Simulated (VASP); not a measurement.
# SnSe (Fmmm) in VASP: single point with LDA

Aim: the single point of SnSe with LDA.

Everything below comes from runs of VASP 6.6.1. Logs are shortened: lines on timing, memory, paths and dates and some standing lists are left out, and cuts for length are marked.

### 1 The cell of the first run

The structure is orthorhombic, space group Fmmm (No. 69). Conventional cell: a = 5.930 Å, b = 6.020 Å, c = 6.110 Å, α = 90.00°, β = 90.00°, γ = 90.00°. Sn (site symmetry mmm) has 6 Se at 2.96 to 3.06 Å within 3.9 Å. Se (site symmetry mmm) has 6 Sn at 2.96 to 3.06 Å within 3.9 Å.

### 2 Single point, LDA (strain +0.0150 x Voigt [1, -1, 0, 0, 0, 0])

INCAR

```
SYSTEM = SnSe
PREC     = Accurate       ! precision mode
ENCUT    = 520            ! plane-wave cutoff, eV
EDIFF    = 1E-6           ! SCF threshold, eV
ISMEAR   = 0              ! smearing method
SIGMA    = 0.05           ! smearing width, eV
LREAL    = .FALSE.        ! projectors in reciprocal space
LASPH    = .TRUE.         ! aspherical terms in the spheres
NELM     = 80             ! most SCF steps
ALGO     = Normal         ! electronic algorithm
ISIF     = 2              ! what is computed and relaxed
LWAVE    = .FALSE.        ! write WAVECAR
LCHARG   = .FALSE.        ! write CHGCAR
GGA      = CA             ! functional
NBANDS   = 17             ! bands
```

KPOINTS

```
regular mesh
0
G
  8 8 8
  0 0 0
```

POSCAR

```
SnSe
1.0
    0.0000000000      2.9648500000      3.0100000000
    3.0551500000      0.0000000000      3.0100000000
    3.0551500000      2.9648500000      0.0000000000
Sn Se
1 1
Direct
    0.0000000000      0.0000000000      0.0000000000
    0.5000000000      0.5000000000      0.5000000000
```

Potentials or basis: VASP PAW LDA potentials, release 64 (Sn_d, Se).

The run is started by

```console
cat potpaw_LDA.64/Sn_d/POTCAR potpaw_LDA.64/Se/POTCAR > POTCAR
mpirun -np 1 vasp_std > vasp.out
```

OUTCAR:

```text
SYSTEM = SnSe
   PREC = Accurate
   ENCUT = 520
   EDIFF = 1E-6
   ISMEAR = 0
   LREAL = .FALSE.
   LASPH = .TRUE.
   NELM = 80
   ISIF = 2
   GGA = CA

 ion  position               nearest neighbor table
   1  0.000  0.000  0.000-   2 2.96   2 2.96   2 3.01   2 3.01   2 3.06   2 3.06
   2  0.500  0.500  0.500-   1 2.96   1 2.96   1 3.01   1 3.01   1 3.06   1 3.06

  LATTYP: Found a face centered orthorhombic cell.
 ALAT       =     5.9297000000
 B/A-ratio  =     1.0152284264
 C/A-ratio  =     1.0304568528

  Lattice vectors:

 A1 = (  -3.0551500000,   0.0000000000,  -3.0100000000)
 A2 = (  -3.0551500000,   2.9648500000,   0.0000000000)
 A3 = (   0.0000000000,   2.9648500000,  -3.0100000000)

Analysis of symmetry for initial positions (statically):
=====================================================================
 Subroutine PRICEL returns:
 Original cell was already a primitive cell.

 Routine SETGRP: Setting up the symmetry group for a
 face centered orthorhombic supercell.

 Subroutine GETGRP returns: Found  8 space group operations
 (whereof  8 operations were pure point group operations)
 out of a pool of  8 trial point group operations.

The static configuration has the point symmetry D_2h.

Analysis of symmetry for dynamics (positions and initial velocities):
=====================================================================
 Subroutine PRICEL returns:
 Original cell was already a primitive cell.

 Routine SETGRP: Setting up the symmetry group for a
 face centered orthorhombic supercell.

 Subroutine GETGRP returns: Found  8 space group operations
 (whereof  8 operations were pure point group operations)
 out of a pool of  8 trial point group operations.

The dynamic configuration has the point symmetry D_2h.

 Subroutine INISYM returns: Found  8 space group operations
 (whereof  8 operations are pure point group operations),
 and found     1 'primitive' translations

----------------------------------------------------------------------------------------

                                     Primitive cell

  volume of cell :      54.5295

  direct lattice vectors                    reciprocal lattice vectors
     0.000000000  2.964850000  3.010000000    -0.163658086  0.168642596  0.166112957
     3.055150000  0.000000000  3.010000000     0.163658086 -0.168642596  0.166112957
     3.055150000  2.964850000  0.000000000     0.163658086  0.168642596 -0.166112957

  length of vectors
     4.224977577  4.288827523  4.257261684     0.287780834  0.287780834  0.287780834

  position of ions in fractional coordinates (direct lattice)
     0.000000000  0.000000000  0.000000000
     0.500000000  0.500000000  0.500000000

  ion indices of the primitive-cell ions
   primitive index   ion index
                 1           1
                 2           2

----------------------------------------------------------------------------------------

 KPOINTS: regular mesh

Automatic generation of k-mesh.
 Grid dimensions read from file:
 generate k-points for:    8    8    8

 Generating k-lattice:

  Cartesian coordinates                     Fractional coordinates (reciprocal lattice)
    -0.020457261  0.021080324  0.020764120     0.125000000  0.000000000  0.000000000
     0.020457261 -0.021080324  0.020764120     0.000000000  0.125000000 -0.000000000
     0.020457261  0.021080324 -0.020764120    -0.000000000 -0.000000000  0.125000000

  Length of vectors
     0.035972604  0.035972604  0.035972604

  Shift w.r.t. Gamma in fractional coordinates (k-lattice)
     0.000000000  0.000000000  0.000000000

 Subroutine IBZKPT returns following result:
 ===========================================

 Found     95 irreducible k-points:

 Following reciprocal coordinates:
            Coordinates               Weight
  0.000000  0.000000  0.000000      1.000000
  0.125000  0.000000  0.000000      8.000000
  0.250000  0.000000  0.000000      8.000000
  0.375000  0.000000  0.000000      8.000000
  0.500000  0.000000  0.000000      4.000000
  0.125000  0.125000  0.000000      2.000000
[... 16 lines left out ...]
  0.250000  0.000000  0.125000      8.000000
  0.375000  0.000000  0.125000      8.000000
 [... further k-points ...]
   k-points           NKPTS =     95   k-points in BZ     NKDIM =     95   number of bands    NBANDS=     17
   number of dos      NEDOS =    301   number of ions     NIONS =      2
   total plane-waves  NPLWV =  32768
   dimension x,y,z NGX =    32 NGY =   32 NGZ =   32
   dimension x,y,z NGXF=    64 NGYF=   64 NGZF=   64
   ions per type =               1   1
   NGX,Y,Z   is equivalent  to a cutoff of  12.59, 12.40, 12.50 a.u.
   NGXF,Y,Z  is equivalent  to a cutoff of  25.18, 24.81, 24.99 a.u.
 SYSTEM =  SnSe
   PREC   = accura    normal or accurate (medium, high low for compatibility)
   ISTART =      0    job   : 0-new  1-cont  2-samecut
   ICHARG =      2    charge: 1-file 2-atom 10-const
   ISPIN  =      1    spin polarized calculation?
   LNONCOLLINEAR =      F non collinear calculations
   LSORBIT =      F    spin-orbit coupling
   LASPH  =      T    aspherical Exc in radial PAW
   ENCUT  =  520.0 eV  38.22 Ry    6.18 a.u.   7.86  7.97  7.92*2*pi/ulx,y,z
   NELM   =     80;   NELMIN=  2; NELMDL= -5     # of ELM steps
   EDIFF  = 0.1E-05   stopping-criterion for ELM
   LREAL  =      F    real-space projection
   EDIFFG = 0.1E-04   stopping-criterion for IOM
   NSW    =      0    number of steps for IOM
   IBRION =     -1    ionic relax: 0-MD 1-quasi-New 2-CG
   NFREE  =      0    steps in history (QN), initial steepest desc. (CG)
   ISIF   =      2    stress and relaxation
   ISYM   =      2    0-nonsym 1-usesym 2-fastsym
   POTIM  = 0.5000    time-step for ionic-motion
   TEBEG  =    0.0;   TEEND  =   0.0 temperature during run
   PSTRESS=    0.0 pullay stress
   NELECT =      20.0000    total number of electrons
   NUPDOWN=      -1.0000    fix difference up-down
   EMIN   =  10.00;   EMAX   =-10.00  energy-range for DOS
   EFERMI =   0.00;   METHOD = LEGACY
   ISMEAR =     0;   SIGMA  =   0.05  broadening in eV -4-tet -1-fermi 0-gaus
   EFERMI_NEDOS =   21; number of points for ismear=-14 and -15
   IALGO  =     38    algorithm
   IMIX   =      4    mixing-type and parameters
     AMIX     =   0.40;   BMIX     =  1.00
     AMIX_MAG =   1.60;   BMIX_MAG =  1.00
  volume/ion in A,a.u.               =      27.26       183.99
  Fermi-wavevector in a.u.,A,eV,Ry     =   1.171856  2.214487 18.684152  1.373246
  Thomas-Fermi vector in A             =   2.308293
   LORBIT       =      0    0 simple, 1 ext, 2 COOP (PROOUT), +10 PAW based schemes
   GGA     = CA    functional components
   LHFCALC =     F    Hartree Fock is set to
   AEXX    =    0.0000 exact exchange contribution
   IVDW    =     0    specifies the selected vdW correction
   LEPSILON=     F    determine dielectric tensor
   LRPA    =     F    only Hartree local field effects (RPA)
 non-spin polarized calculation
 Gauss-broadening in eV      SIGMA  =   0.05
  energy-cutoff  :      520.00
  volume of cell :       54.53
 maximum number of plane-waves:      1488
   NGX = 15   NGY = 15   NGZ = 15

 number of electron      20.0000004 magnetization

 Free energy of the ion-electron system (eV)
  ---------------------------------------------------
  ext. energy  EPLUGINS =         0.00000000
  ---------------------------------------------------
  free energy    TOTEN  =        -9.46671082 eV

  energy without entropy =       -9.46671082  energy(sigma->0) =       -9.46671082

 E-fermi :   5.5742     XC(G=0):  -9.8826

 val. band max:        5.3235931517   @ k =   0.5000   0.0000   0.0000
 cond. band min:       5.9713242101   @ k =   0.5000   0.0000   0.0000
 fundamental gap:      0.6477310584
 Fermi energy:         5.5741618583

 k-point     1 :       0.0000    0.0000    0.0000
  band No.  band energies     occupation
      1     -16.0762      2.00000
      2     -16.0725      2.00000
      3     -16.0684      2.00000
      4     -16.0652      2.00000
      5     -16.0642      2.00000
      6      -8.4479      2.00000
[... 9 lines left out ...]
     16      11.4026      0.00000
     17      13.3726      0.00000

 k-point     2 :       0.1250    0.0000    0.0000
  band No.  band energies     occupation
      1     -16.0767      2.00000
      2     -16.0718      2.00000
      3     -16.0676      2.00000
      4     -16.0656      2.00000
      5     -16.0629      2.00000
      6      -8.3383      2.00000
[... 9 lines left out ...]
     16      11.7102      0.00000
     17      14.3324      0.00000

 k-point     3 :       0.2500    0.0000    0.0000
  band No.  band energies     occupation
      1     -16.0787      2.00000
      2     -16.0718      2.00000
      3     -16.0681      2.00000
      4     -16.0625      2.00000
      5     -16.0588      2.00000
      6      -8.0427      2.00000
[... 9 lines left out ...]
     16      12.6341      0.00000
     17      16.3403      0.00000

 k-point     4 :       0.3750    0.0000    0.0000
  band No.  band energies     occupation
      1     -16.0810      2.00000
      2     -16.0742      2.00000
      3     -16.0675      2.00000
      4     -16.0585      2.00000
      5     -16.0542      2.00000
      6      -7.6851      2.00000
[... 9 lines left out ...]
     16      14.1245      0.00000
     17      16.7257      0.00000
[... 343 lines left out ...]
      1     -16.0752      2.00000
      2     -16.0736      2.00000
      3     -16.0678      2.00000
      4     -16.0659      2.00000
      5     -16.0613      2.00000
      6      -8.2954      2.00000
[... 9 lines left out ...]
     16      12.3550      0.00000
     17      13.6073      0.00000

 k-point    23 :       0.2500    0.0000    0.1250
  band No.  band energies     occupation
      1     -16.0760      2.00000
      2     -16.0736      2.00000
      3     -16.0709      2.00000
      4     -16.0624      2.00000
      5     -16.0576      2.00000
      6      -8.0556      2.00000
[... 9 lines left out ...]
     16      13.3258      0.00000
     17      14.8329      0.00000

 k-point    24 :       0.3750    0.0000    0.1250
  band No.  band energies     occupation
      1     -16.0786      2.00000
      2     -16.0750      2.00000
      3     -16.0707      2.00000
      4     -16.0590      2.00000
      5     -16.0533      2.00000
      6      -7.7112      2.00000
[... 9 lines left out ...]
     16      14.7640      0.00000
     17      16.5531      0.00000

 [... further k-points ...]
[... 5 lines left out ...]
  --------------------------------------------------------------------------------------
  -------------------------------------------------------------------------------------
  Total       -1.6205265     -0.5004059     -1.1125012      0.0000000     -0.0000000      0.0000000
  in kB      -47.6140337    -14.7028402    -32.6873201      0.0000000     -0.0000000      0.0000000
  external PRESSURE =     -31.6680647 kB  Pullay stress =       0.0000000 kB

 VOLUME and BASIS-vectors are now :
 -----------------------------------------------------------------------------
  energy-cutoff  :      520.00
  volume of cell :       54.53
      direct lattice vectors                 reciprocal lattice vectors
     0.000000000  2.964850000  3.010000000    -0.163658086  0.168642596  0.166112957
     3.055150000  0.000000000  3.010000000     0.163658086 -0.168642596  0.166112957
     3.055150000  2.964850000  0.000000000     0.163658086  0.168642596 -0.166112957

 POSITION                                       TOTAL-FORCE (eV/Angst)
 -----------------------------------------------------------------------------------
      0.00000      0.00000      0.00000        -0.000000      0.000000      0.000000
      3.05515      2.96485      3.01000         0.000000      0.000000     -0.000000
 -----------------------------------------------------------------------------------
    total drift:                                0.000000     -0.000000     -0.000000

  FREE ENERGIE OF THE ION-ELECTRON SYSTEM (eV)
  ---------------------------------------------------
  free  energy   TOTEN  =        -9.4667108202 eV

  energy  without entropy=       -9.4667108202  energy(sigma->0) =       -9.46671082
```

It took 79 s on 1 thread of Intel Xeon 6975P-C, shared host; peak memory 0.22 GiB.

Results:

- Free energy: -9.4667 eV
- Pressure: -3.2 GPa
- Band gap on the k mesh: 0.65 eV, direct

Caveat: the cell differs from its parent crystal (strain +0.0150 x Voigt [1, -1, 0, 0, 0, 0]); spin-orbit coupling is left out, which moves the levels of the heavy elements. A k mesh can miss the band edges.
